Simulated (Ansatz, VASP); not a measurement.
One calculation of KBr, two programs

The input POSCAR:

```
KBr
1.0
    4.0152366664      0.0000000000      0.0000000000
    0.0000000000      4.0152366664      0.0000000000
    0.0000000000      0.0000000000      4.0152366664
K Br
1 1
Direct
    0.0000000000      0.0000000000      0.0000000000
    0.5000000000      0.5000000000      0.5000000000
```

INCAR.step1

```
SYSTEM = KBr
  PREC = Accurate
  ENCUT = 520
  ISMEAR = 0
  SIGMA = 0.01
  LREAL = .FALSE.
  LASPH = .TRUE.
  NELM = 80
  NBANDS = 15
  GGA = PE
  ALGO = Normal
  EDIFF = 1E-4
  LWAVE = .TRUE.
  LCHARG = .FALSE.
```

File INCAR.step2:

```
SYSTEM = KBr
  PREC = Accurate
  ENCUT = 520
  EDIFF = 1E-6
  ISMEAR = 0
  SIGMA = 0.01
  LREAL = .FALSE.
  LASPH = .TRUE.
  NELM = 80
  ALGO = Normal
  ISIF = 2
  LWAVE = .FALSE.
  LCHARG = .FALSE.
  METAGGA = R2SCAN
  LMIXTAU = .TRUE.
  NBANDS = 15
  ISTART = 1
```

KPOINTS

```
regular mesh
0
G
  6 6 6
  0 0 0
```

Input for Ansatz:

```yaml
crystal:
  lattice:
    - [4.0152366664, 0.0, 0.0]
    - [0.0, 4.0152366664, 0.0]
    - [0.0, 0.0, 4.0152366664]
  atoms:
    - { symbol: K, position: [0.0, 0.0, 0.0] }
    - { symbol: Br, position: [0.5, 0.5, 0.5] }
kpoints:
  mp_grid: { grid: [6, 6, 6] }
hamiltonian:
  xc: r2scan
scf:
  occupations: { method: fixed }
  n_extra_bands: 4
output:
  forces: true
  stress: true
  eigenvalues: true
```

Alike in both runs: task single point; functional r2SCAN; k mesh 6 × 6 × 6; no spin polarisation.

```csv
,VASP,Ansatz
version,VASP 6.6.1,Ansatz 0.2.0
potentials or method,"VASP PAW PBE potentials, release 64 (K_sv, Br)","plane waves, PAW"
plane-wave cutoff (eV),520,500
occupations,"gaussian, width 0.01 eV",fixed
valence electrons in the cell,16,16
```

|  | VASP | Ansatz | Ansatz less VASP |
| --- | --- | --- | --- |
| gap on the k mesh at the Fermi level (eV) | 4.67 | 4.66 | -0.004 |
| pressure (GPa) | -0.5 | -0.5 | +0.01 |

VASP's potentials were made for PBE, not for r2SCAN.
